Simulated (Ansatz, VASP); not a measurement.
This is a calculation of CuO for VASP 6.6.1.

INCAR

```
PREC     = Accurate       # precision mode
ENCUT    = 1340           # plane-wave cutoff, eV
EDIFF    = 1E-6           # SCF threshold, eV
ISMEAR   = -1             # smearing method
SIGMA    = 0.05           # smearing width, eV
LREAL    = False          # projectors in reciprocal space
LASPH    = True           # aspherical terms in the spheres
NELM     = 120            # most SCF steps
ALGO     = Normal         # electronic algorithm
ISIF     = 2              # what is computed and relaxed
LWAVE    = False          # write WAVECAR
LCHARG   = True           # write CHGCAR
GGA      = PE             # functional
LELF     = True           # ELF
LVHAR    = True         
NBANDS   = 20             # bands
GGA_COMPAT= False
```

Contents of KPOINTS:

```
Automatic mesh
0
Gamma
  6 6 6
```

The input POSCAR:

```
CuO
1.0
    0.0000000000      2.1165600000      2.1165600000
    2.1165600000      0.0000000000      2.1165600000
    2.1165600000      2.1165600000      0.0000000000
Cu O
1 1
Direct
    0.0294977200      0.0281008700      0.9080259900
    0.4705022800      0.4718991300      0.5919740100
```

Potentials or basis: VASP PAW PBE potentials, release 64 (Cu_sv_GW, O_h).

Command:

```console
$ cat potpaw_PBE.64/Cu_sv_GW/POTCAR potpaw_PBE.64/O_h/POTCAR > POTCAR
$ mpirun -np 1 vasp_std > vasp.out
```

Translate it to Ansatz 0.2.0. Potentials there: Ansatz PAW.

As run (the cutoff follows the program's own potentials):

The input input.yaml:

```yaml
crystal:
  lattice:
    - [0.0, 2.11656, 2.11656]
    - [2.11656, 0.0, 2.11656]
    - [2.11656, 2.11656, 0.0]
  atoms:
    - { symbol: Cu, position: [0.02949772, 0.02810087, 0.90802599] }
    - { symbol: O, position: [0.47050228, 0.47189913, 0.59197401] }
hamiltonian:
  xc: pbe
  pseudopotentials: { kind: paw }
kpoints:
  mp_grid: { grid: [6, 6, 6] }
scf:
  occupations: { method: fermi_dirac, width: 0.05 }
output:
  forces: true
  stress: true
  eigenvalues: true
```

Potentials or basis: Ansatz PAW.

The run is started by

```console
$ ansatz run input.yaml --threads 2 --pin off --max-ram 5632MiB --backend cpu --events-out ev --progress --plain --runs-dir out
```

Both were run:

|  | VASP | Ansatz | Ansatz less VASP |
| --- | --- | --- | --- |
| gap on the k mesh at the Fermi level (eV) | none | none | - |
| pressure (GPa) | 18.3 | 18.6 | +0.26 |
| traceless stress, the component that is largest in VASP (GPa) | -4.27 | -4.25 | +0.021 |
| rms of the force components (eV/Å) | 0.516 | 0.511 | -0.0052 |

Atom by atom the forces differ by 0.005 eV/Å (rms over components). A gap of «none» marks a metal or a gap that the smearing closes.

The k mesh is coarse, so the values compare programs but aren't converged.
